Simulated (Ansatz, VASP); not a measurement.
Two plane-wave programs on BN

INCAR

```
PREC = Accurate
ENCUT = 520
EDIFF = 1E-6
ISMEAR = 0
SIGMA = 0.05
LREAL = F
LASPH = T
NELM = 80
ALGO = Normal
ISIF = 2
LWAVE = F
LCHARG = F
GGA = PE
NBANDS = 16
```

The input KPOINTS:

```
regular mesh
0
Gamma
  12 12 4
```

File POSCAR:

```
BN
1.0
    2.5121751215      0.0000000000      0.0000000000
   -1.2560875608      2.1756074740     -0.0326341121
    0.0000000000     -0.1251553651      8.3436910039
B N
2 2
Direct
    0.3333333333      0.6666666667      0.2500000000
    0.6666666667      0.3333333333      0.7500000000
    0.3333333333      0.6666666667      0.7500000000
    0.6666666667      0.3333333333      0.2500000000
```

Input for Ansatz:

```yaml
crystal:
  lattice:
    - [2.5121751215, 0.0, 0.0]
    - [-1.2560875608, 2.175607474, -0.0326341121]
    - [0.0, -0.1251553651, 8.3436910039]
  atoms:
    - { symbol: B, position: [0.3333333333, 0.6666666667, 0.25] }
    - { symbol: B, position: [0.6666666667, 0.3333333333, 0.75] }
    - { symbol: "N", position: [0.3333333333, 0.6666666667, 0.75] }
    - { symbol: "N", position: [0.6666666667, 0.3333333333, 0.25] }
basis:
  ecutwfc: 420
kpoints:
  mp_grid: { grid: [12, 12, 4] }
hamiltonian:
  xc: pbe
scf:
  occupations: { method: gaussian, width: 0.05 }
output:
  forces: true
  stress: true
  eigenvalues: true
```

Change from the starting cell: strain -0.0300 x Voigt [0, 0, 0, 1, 0, 0], atoms carried along.

Alike in both runs: task single point; functional PBE; k mesh 12 × 12 × 4; occupations gaussian, width 0.05 eV; no spin polarisation.

```csv
,VASP,Ansatz
version,VASP 6.6.1,Ansatz 0.2.0
potentials or method,"VASP PAW PBE potentials, release 64 (B, N), cutoff 520 eV","scalar-relativistic, plane waves, PAW"
valence electrons in the cell,16,16
```

```tsv
	VASP	Ansatz	Ansatz less VASP
gap on the k mesh at the Fermi level (eV)	4.39	4.39	+0.002
least direct gap on the mesh (eV)	4.61	4.61	+0.003
pressure (GPa)	0.0	0.0	-0.05
traceless stress, the component that is largest in VASP (GPa)	-0.10	0.07	+0.165
```
